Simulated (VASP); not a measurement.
Write the native input for VASP 6.6.1 that does the following.

```yaml
Task: single point
Functional: PBE
Potentials_or_basis: VASP PAW PBE potentials, release 64 (Hf_pv, B)
Cutoff: 500 eV
k_mesh: 6 × 6 × 6
Occupations: gaussian, width 0.1 eV
Spin: no spin polarisation
Hubbard_terms: Hf d U = 6.5 eV
Dipole_correction: no
Further_INCAR_settings: ALGO = Normal; EDIFF = 1e-06; NBANDS = 14
```

The structure of HfB lies in POSCAR:

```
HfB
1.0
    0.0000000000      2.3100000000      2.3100000000
    2.3100000000      0.0000000000      2.3100000000
    2.3100000000      2.3100000000      0.0000000000
Hf B
1 1
Direct
    0.5000000000      0.5000000000      0.5000000000
    0.0000000000      0.0000000000      0.0000000000
```

These files were run (other wordings do the same):

INCAR

```
SYSTEM = HfB
PREC     = Accurate       ! precision mode
ENCUT    = 500            ! plane-wave cutoff, eV
EDIFF    = 1E-6           ! SCF threshold, eV
ISMEAR   = 0              ! smearing method
SIGMA    = 0.1            ! smearing width, eV
LREAL    = .False.        ! projectors in reciprocal space
LASPH    = .True.         ! aspherical terms in the spheres
NELM     = 200            ! most SCF steps
ALGO     = Normal         ! electronic algorithm
ISIF     = 2              ! what is computed and relaxed
LWAVE    = .False.        ! write WAVECAR
LCHARG   = .True.         ! write CHGCAR
LMAXMIX  = 4              ! l up to which the mixer works
LDAU     = .True.         ! DFT+U
LDAUTYPE = 2            
LDAUL    = 2 -1           ! shell
LDAUU    = 6.5 0          ! U, eV
LDAUJ    = 0 0          
LDAUPRINT= 1            
GGA      = PE             ! functional
LELF     = .True.         ! ELF
LVHAR    = .True.       
NBANDS   = 14             ! bands
GGA_COMPAT= .False.
```

KPOINTS

```
Automatic mesh
0
Gamma
  6 6 6
  0 0 0
```

Potentials or basis: VASP PAW PBE potentials, release 64 (Hf_pv, B).

Command:

```bash
$ cat potpaw_PBE.64/Hf_pv/POTCAR potpaw_PBE.64/B/POTCAR > POTCAR
$ mpirun -np 1 vasp_std > vasp.out
```

It gave:

```json
{"Pressure": "56.1 GPa", "Band gap on the k mesh": "zero (an odd number of electrons rules out a gap without spin polarisation)"}
```

Caveat: the k points lie up to 0.39 Å⁻¹ apart, too coarse for converged energies and pressures of a metal; spin-orbit coupling is left out, which moves the levels of the heavy elements; U without spin polarisation on a metal has little footing; the U is typed as a test and isn't derived for this compound.

Run time: 10 s on 1 thread of Intel Xeon 8259CL, with other jobs on the host, peak memory 0.14 GiB.
